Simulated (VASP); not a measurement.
ZnS, 4 atoms in the cell. Symmetry: P6_3mc, No. 186, hexagonal system. The conventional cell has a = 3.782 Å, b = 3.782 Å, c = 6.208 Å, α = 90.00°, β = 90.00°, γ = 120.00°. Within 3.1 Å of Zn (site symmetry 3m) lie 4 S at 2.32 Å. Within 3.1 Å of S (site symmetry 3m) lie 4 Zn at 2.32 Å. 

* Program: VASP 6.6.1
* Task: single point
* Functional: PBEsol
* Potentials or basis: VASP PAW PBE potentials, release 64 (Zn, S)
* Cutoff: 520 eV
* k mesh: 9 × 9 × 6
* Occupations: gaussian, width 0.02 eV
* Spin: no spin polarisation
* Dipole correction: no
* Further INCAR settings: ALGO = Normal; EDIFF = 1e-06; NBANDS = 26

Potentials or basis: VASP PAW PBE potentials, release 64 (Zn, S).

The run is started by

```console
$ cat potpaw_PBE.64/Zn/POTCAR potpaw_PBE.64/S/POTCAR > POTCAR
$ mpirun -np 1 vasp_std > vasp.out
```

Hardware: 1 thread of Intel(R) Xeon(R) 6975P-C (Granite Rapids) (shared host).

Problem. Estimate the wall time of this run.

Solution. Wall time 78 s on 1 thread of Intel(R) Xeon(R) 6975P-C (Granite Rapids), with other jobs on the host, peak memory 0.23 GiB. Counts: scf iterations 14, k points 48.
